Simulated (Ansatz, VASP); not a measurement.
**One calculation of CdSe, two programs**

INCAR

```
PREC = Accurate
ENCUT = 520
EDIFF = 1E-8
ISMEAR = -1
SIGMA = 0.02
LREAL = F
LASPH = T
NELM = 60
ALGO = Normal
ISIF = 2
LWAVE = F
LCHARG = F
GGA = PE
LEFG = T
NBANDS = 26
```

KPOINTS

```
Automatic mesh
0
Gamma
  7 7 4
```

The input POSCAR:

```
CdSe
1.0
    4.2984999142      0.0000000000      0.0000000000
   -2.1492499571      3.7226101239      0.0000000000
    0.0000000000      0.0000000000      7.0152000000
Cd Se
2 2
Direct
    0.6666666667      0.3333333333      0.0000000000
    0.3333333333      0.6666666667      0.5000000000
    0.6666666667      0.3333333333      0.3750000000
    0.3333333333      0.6666666667      0.8750000000
```

Input for Ansatz:

```yaml
crystal:
  lattice:
    - [4.2984999142, 0.0, 0.0]
    - [-2.1492499571, 3.7226101239, 0.0]
    - [0.0, 0.0, 7.0152]
  atoms:
    - { symbol: Cd, position: [0.6666666667, 0.3333333333, 0.0] }
    - { symbol: Cd, position: [0.3333333333, 0.6666666667, 0.5] }
    - { symbol: Se, position: [0.6666666667, 0.3333333333, 0.375] }
    - { symbol: Se, position: [0.3333333333, 0.6666666667, 0.875] }
kpoints:
  mp_grid: { grid: [7, 7, 4] }
  band_path:
    path:
      - [0.0, 0.0, 0.0]
      - [0.5, 0.0, 0.0]
      - [0.3333333333, 0.3333333333, 0.0]
      - [0.0, 0.0, 0.0]
      - [0.0, 0.0, 0.5]
      - [0.5, 0.0, 0.5]
      - [0.3333333333, 0.3333333333, 0.5]
      - [0.0, 0.0, 0.5]
      - [0.5, 0.0, 0.5]
    npoints: 8
scf:
  occupations: { method: fermi_dirac, width: 0.02 }
hamiltonian:
  xc: pbe
  pseudopotentials: { kind: all_electron, datasets: crystal }
output:
  forces: true
  stress: true
  eigenvalues: true
  efg: { contact_densities: true }
```

Alike in both runs: task electric field gradients; functional PBE; k mesh 7 × 7 × 4; occupations fermi-dirac, width 0.02 eV; no spin polarisation.

|  | VASP | Ansatz |
| --- | --- | --- |
| version | VASP 6.6.1 | Ansatz 0.2.0 |
| potentials or method | VASP PAW PBE potentials, release 64 (Cd, Se), cutoff 520 eV | all-electron PAW with datasets made for the crystal, scalar-relativistic |

|  | VASP | Ansatz | Ansatz less VASP |
| --- | --- | --- | --- |
| pressure (GPa) | 3.3 | 3.0 | -0.31 |
| traceless stress, the component that is largest in VASP (GPa) | 0.14 | 0.13 | -0.008 |
| rms of the force components (eV/Å) | 0.012 | 0.012 | +0.0002 |
| size of Vzz on the site where it differs most (V/Å²) | 3.3 | 3.5 | +0.22 |

Atom by atom the forces differ by 0.000 eV/Å (rms over components). Ansatz ran all-electron here, and VASP with PAW potentials.
